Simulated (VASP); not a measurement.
Here is a VASP 6.6.1 calculation.

The input INCAR:

```
SYSTEM = Cr2Re
ALGO = Fast ; EDIFF = 1E-7
ENCUT = 520 ; GGA = PE
ISIF = 2 ; ISMEAR = 0
LASPH = .TRUE. ; LCHARG = .TRUE.
LELF = .TRUE. ; LREAL = .FALSE.
LVHAR = .TRUE. ; LWAVE = .FALSE.
NBANDS = 40 ; NELM = 60
PREC = Accurate ; SIGMA = 0.1
```

The input KPOINTS:

```
k-points
0
G
  10 10 10
  0 0 0
```

File POSCAR:

```
Cr2Re
1.0
    0.0000000000      3.3569145541      3.3569145541
    3.3569145541      0.0000000000      3.3569145541
    3.3569145541      3.3569145541      0.0000000000
Cr Re
4 2
Direct
    0.6250000000      0.6250000000      0.6250000000
    0.1250000000      0.6250000000      0.6250000000
    0.6250000000      0.6250000000      0.1250000000
    0.6250000000      0.1250000000      0.6250000000
    0.0000000000      0.0000000000      0.0000000000
    0.2500000000      0.2500000000      0.2500000000
```

Potentials or basis: VASP PAW PBE potentials, release 64 (Cr_pv, Re).

Command:

```sh
$ cat potpaw_PBE.64/Cr_pv/POTCAR potpaw_PBE.64/Re/POTCAR > POTCAR
$ mpirun -np 1 vasp_std > vasp.out
```

Task: Predict the band gap on the k mesh.

Result: Zero (bands 31 and 32 overlap by 0.41 eV).

Task: Estimate the pressure.

Result: -0.5 GPa.

Caveat: spin-orbit coupling is left out, which moves the levels of the heavy elements; the run has no spin polarisation, though such a crystal can be magnetic. Spin polarisation is off, so any magnetic state and its effect on volume and gap are missing.
